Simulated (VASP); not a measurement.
The system is Ca.

```
CELL_PARAMETERS angstrom
4.16467 0.00000 0.00000
-2.08233 3.60671 0.00000
0.00000 0.00000 6.14668
ATOMIC_POSITIONS crystal
Ca 0.00000 0.00000 0.25891
Ca 0.00000 0.00000 0.74109
```

The cell was generated, and may not be a known phase.

- Program: VASP 6.6.1
- Task: relaxation of cell and atoms
- Functional: PBE
- Potentials or basis: VASP PAW PBE potentials, release 64 (Ca_sv)
- Cutoff: 600 eV
- k mesh: 6 × 6 × 4
- Occupations: gaussian, width 0.1 eV
- Spin: no spin polarisation

At the start: pressure -0.2 GPa; volume 46.16 Å³/atom.

Question: How do energy, volume and symmetry change on relaxing?

Answer: Over 9 steps the energy falls by 369.1 meV/atom and the volume is 42.13 Å³/atom (-8.7 %); space group P6/mmm (No. 191, to 0.1 Å) before and after.

The path:
```
step  energy change (eV)  largest force (eV/Å)  pressure (GPa)  volume (Å³)
   1              0.0000                0.4708           -0.21        92.33
   2             -0.6980                0.1854           -0.87        90.31
   3             -0.7222                0.1385           -0.67        89.62
   4             -0.7225                0.1330           -0.64        89.53
   5             -0.7316                0.1079           -0.34        87.11
   6             -0.7353                0.0717            0.11        84.15
   7             -0.7375                0.0395            0.17        83.56
   8             -0.7376                0.0462            0.15        83.67
   9             -0.7382                0.0304            0.05        84.27
```

Final structure:
```
Ca
1.0
     3.74232    0.00000    0.00000
    -1.87116    3.24094    0.00000
     0.00000    0.00000    6.94763
Ca
2
Direct
  0.00000 0.00000 0.25088
  0.00000 0.00000 0.74912
```
